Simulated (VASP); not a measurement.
Input of a VASP 6.6.1 run:

The input INCAR:

```
  PREC = Accurate
  ENCUT = 520
  EDIFF = 1E-7
  ISMEAR = 0
  SIGMA = 0.02
  LREAL = F
  LASPH = T
  NELM = 80
  ALGO = Normal
  ISIF = 2
  LWAVE = F
  LCHARG = T
  GGA = PE
  LELF = T
  LVHAR = T
  NBANDS = 45
```

KPOINTS

```
Automatic mesh
0
Gamma
  6 6 6
```

Contents of POSCAR:

```
Si3N4
1.0
   -3.2452046383      3.2452046383      3.2452046383
    3.2452046383     -3.2452046383      3.2452046383
    3.2452046383      3.2452046383     -3.2452046383
Si N
6 8
Direct
    0.2500000000      0.1250000000      0.8750000000
    0.8750000000      0.2500000000      0.1250000000
    0.7500000000      0.3750000000      0.6250000000
    0.6250000000      0.7500000000      0.3750000000
    0.1250000000      0.8750000000      0.2500000000
    0.3750000000      0.6250000000      0.7500000000
    0.5626966952      0.5626966952      0.5626966952
    0.4373033048      0.5000000000      0.0000000000
    0.5000000000      0.0000000000      0.9373033048
    0.0000000000      0.4373033048      0.5000000000
    0.9373033048      0.5000000000      0.0000000000
    0.0626966952      0.0626966952      0.0626966952
    0.0000000000      0.9373033048      0.5000000000
    0.5000000000      0.0000000000      0.4373033048
```

Potentials or basis: VASP PAW PBE potentials, release 64 (Si, N).

Run with:

```bash
$ cat potpaw_PBE.64/Si/POTCAR potpaw_PBE.64/N/POTCAR > POTCAR
$ mpirun -np 1 vasp_std > vasp.out
```

Predict the largest force.

0.005 eV/Å.

What does it give for the pressure?

-0.3 GPa.

Estimate the band gap on the k mesh.

4.04 eV (least direct gap 4.22 eV).

Forces on the atoms (eV/Å):
```
Si   0.000  0.000  0.000
Si   0.000  0.000  0.000
Si   0.000  0.000  0.000
Si   0.000  0.000  0.000
Si   0.000  0.000  0.000
Si   0.000  0.000  0.000
N    0.003  0.003  0.003
N    0.003 -0.003 -0.003
N   -0.003 -0.003  0.003
N   -0.003  0.003 -0.003
N    0.003 -0.003 -0.003
N    0.003  0.003  0.003
N   -0.003  0.003 -0.003
N   -0.003 -0.003  0.003
```

A k mesh can miss the band edges. Expect the measured gap to be larger: semilocal functionals such as PBE lack the derivative discontinuity.
